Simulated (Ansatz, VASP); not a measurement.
Two plane-wave programs on Ru

File INCAR:

```
  PREC = Accurate
  ENCUT = 520
  EDIFF = 1E-7
  ISMEAR = -1
  SIGMA = 0.1
  LREAL = False
  LASPH = True
  NELM = 80
  ALGO = Normal
  ISIF = 2
  LWAVE = False
  LCHARG = True
  GGA = B5
  ALDAX = 1.0
  AGGAX = 1.0
  AGGAC = 1.0
  ALDAC = 0.0
  LELF = True
  LVHAR = True
  NBANDS = 21
```

Contents of KPOINTS:

```
Automatic mesh
0
Gamma
  21 21 12
```

POSCAR

```
Ru
1.0
    2.7309169698      0.0000000000      0.0000000000
   -1.3654584849      2.3650434715      0.0000000000
    0.0000000000      0.0000000000      4.2895067943
Ru
2
Direct
    0.3333333333      0.6666666667      0.2500000000
    0.6666666667      0.3333333333      0.7500000000
```

Input for Ansatz:

```yaml
crystal:
  lattice:
    - [2.7309169698, 0.0, 0.0]
    - [-1.3654584849, 2.3650434715, 0.0]
    - [0.0, 0.0, 4.2895067943]
  atoms:
    - { symbol: Ru, position: [0.3333333333, 0.6666666667, 0.25] }
    - { symbol: Ru, position: [0.6666666667, 0.3333333333, 0.75] }
hamiltonian:
  xc: blyp
  pseudopotentials:
    kind: paw
    azcp:
      Ru: "pseudopotentials/Ru.paw.azcp"
basis:
  ecutwfc: 420
  fft_grid_basis: typed
kpoints:
  mp_grid: { grid: [21, 21, 12], shift: [0, 0, 0] }
magnetization:
  spin_polarized: false
scf:
  occupations: { method: fermi_dirac, width: 0.1 }
output:
  stress: true
```

Alike in both runs: task single point; functional BLYP; k mesh 21 × 21 × 12; occupations fermi-dirac, width 0.1 eV; no spin polarisation.

|  | VASP | Ansatz |
| --- | --- | --- |
| version | VASP 6.6.1 | Ansatz 0.2.0 |
| potentials or method | VASP PAW PBE potentials, release 64 (Ru_pv), cutoff 520 eV | plane waves (420 eV) with PAW, scalar-relativistic |
| valence electrons in the cell | 28 | 32 |

VASP gave:

```
pressure (GPa)                                                : 12.9
traceless stress, the component that is largest in VASP (GPa) : 1.12
```

Q: Estimate Ansatz's values.

A: Pressure (GPa): 12.2; traceless stress, the component that is largest in VASP (GPa): 1.06.

VASP's potentials were made for PBE, not for BLYP. With one functional, cell and mesh, what is left measures potentials, basis and numerics. VASP's potentials hold 28 valence electrons a cell and Ansatz's 32, so a difference there can come from the potentials and not from the codes.
